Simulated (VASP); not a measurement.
Set up this calculation in VASP 6.6.1, as the native input.

```yaml
Task: single point
Functional: LDA
Potentials_or_basis: VASP PAW LDA potentials, release 64 (Ga_d, N)
Cutoff: 520 eV
k_mesh: 10 × 10 × 10
Occupations: gaussian, width 0.01 eV
Spin: non-collinear spin, zero start, spin-orbit coupling
Starting_moments: "[[0.0, 0.0, 0.0], [0.0, 0.0, 0.0]] μB"
Dipole_correction: no
Further_INCAR_settings: ALGO = Normal; EDIFF = 1e-06; NBANDS = 30
```

The structure of GaN lies in POSCAR:

```
GaN
1.0
    0.0000000000      2.2277045316      2.2277045316
    2.2277045316      0.0000000000      2.2277045316
    2.2277045316      2.2277045316      0.0000000000
Ga N
1 1
Direct
    0.0000000000      0.0000000000      0.0000000000
    0.2500000000      0.2500000000      0.2500000000
```

These files were run (other wordings do the same):

INCAR

```
  PREC = Accurate
  ENCUT = 520
  EDIFF = 1E-6
  ISMEAR = 0
  SIGMA = 0.01
  LREAL = False
  LASPH = True
  NELM = 150
  ALGO = Normal
  ISIF = 2
  LWAVE = False
  LCHARG = False
  MAGMOM = 0 0 0 0 0 0
  LORBIT = 11
  LSORBIT = True
  GGA_COMPAT = False
  LORBMOM = True
  GGA = CA
  NBANDS = 30
```

KPOINTS

```
regular mesh
0
Gamma
  10 10 10
```

Potentials or basis: VASP PAW LDA potentials, release 64 (Ga_d, N).

The run is started by

```bash
$ cat potpaw_LDA.64/Ga_d/POTCAR potpaw_LDA.64/N/POTCAR > POTCAR
$ mpirun -np 1 vasp_ncl > vasp.out
```

It gave:

```json
{
  "Pressure": "1.1 GPa",
  "Net moment": "0.00 μB per cell",
  "Valence electrons inside the program's atomic spheres": "Ga 11.96; N 3.72"
}
```

Run time: 49 s on 1 thread of Intel(R) Xeon(R) 6975P-C (Granite Rapids), with other jobs on the host, peak memory 0.22 GiB.
